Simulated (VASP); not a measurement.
A run of VASP 6.6.1 is set up as follows.

INCAR

```
ALGO     = Fast           # electronic algorithm
EDIFF    = 1E-7           # SCF threshold, eV
ENCUT    = 520            # plane-wave cutoff, eV
GGA      = PS             # functional
ISIF     = 2              # what is computed and relaxed
ISMEAR   = 0              # smearing method
LASPH    = True           # aspherical terms in the spheres
LCHARG   = False          # write CHGCAR
LREAL    = False          # projectors in reciprocal space
LWAVE    = False          # write WAVECAR
NBANDS   = 38             # bands
NELM     = 80             # most SCF steps
PREC     = Accurate       # precision mode
SIGMA    = 0.15           # smearing width, eV
```

The input KPOINTS:

```
k-points
0
Gamma
  18 18 6
```

POSCAR

```
Rh
1.0
    2.8227209598      0.0000000000      0.0000000000
   -1.4113604799      2.4445480590      0.0000000000
    0.0000000000      0.0000000000      7.7674847597
Rh
4
Direct
    0.0000000000      0.0000000000      0.0000000000
    0.3333333333      0.6666666667      0.2500000000
    0.0000000000      0.0000000000      0.5000000000
    0.6666666667      0.3333333333      0.7500000000
```

Potentials or basis: VASP PAW PBE potentials, release 64 (Rh_pv).

Run with:

```bash
$ cat potpaw_PBE.64/Rh_pv/POTCAR > POTCAR
$ mpirun -np 1 vasp_std > vasp.out
```

What does it give for the pressure?

12.7 GPa.

Estimate the band gap on the k mesh.

zero (bands 30 and 31 overlap by 2.19 eV).

Stress tensor (GPa, compression positive):
```
-4.22  0.00  0.00
 0.00 -4.22  0.00
 0.00  0.00 46.40
```

Caveat: the cell differs from its parent crystal (strain +e along x and -e along y +0.0000, strain +e along z and -e/2 along x and y -0.1100); the stress differs along the axes, from -4 to 46 GPa; the PAW data sets were made with another functional, which shifts forces and pressure a little.
